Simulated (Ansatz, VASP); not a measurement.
# SiNi: VASP beside Ansatz

```
Si Ni
1.0
     5.04334    0.00000    0.00000
     0.00000    3.33795    0.00000
     0.00000    0.00000    5.47303
Si Ni
4 4
Direct
  0.32007 0.75000 0.08738
  0.17993 0.25000 0.58738
  0.82007 0.75000 0.41262
  0.67993 0.25000 0.91262
  0.00916 0.25000 0.18785
  0.49084 0.75000 0.68785
  0.50916 0.25000 0.31215
  0.99084 0.75000 0.81215
```

Alike in both runs: functional LDA; k mesh 8 × 12 × 8; occupations gaussian, width 0.1 eV; no spin polarisation.

Ansatz relaxed the structure, and its values are those at the end. VASP's run is a single point on that final structure, the one shown.

```csv
,VASP,Ansatz
version,VASP 6.6.1,Ansatz 0.2.0
potentials or method,"VASP PAW LDA potentials, release 64 (Si, Ni), cutoff 520 eV","scalar-relativistic, plane waves, PAW"
valence electrons in the cell,56,88
```

|  | VASP | Ansatz | Ansatz less VASP |
| --- | --- | --- | --- |
| gap on the k mesh at the Fermi level (eV) | none | none | - |
| pressure (GPa) | 0.3 | 0.0 | -0.34 |
| rms of the force components (eV/Å) | 0.007 | 0.000 | -0.0069 |

LDA's correlation is that of Perdew and Zunger in VASP and of Perdew and Wang (1992) in Ansatz. A gap of «none» marks a metal or a gap that the smearing closes. VASP's potentials hold 56 valence electrons a cell and Ansatz's 88, so a difference there can come from the potentials and not from the codes.
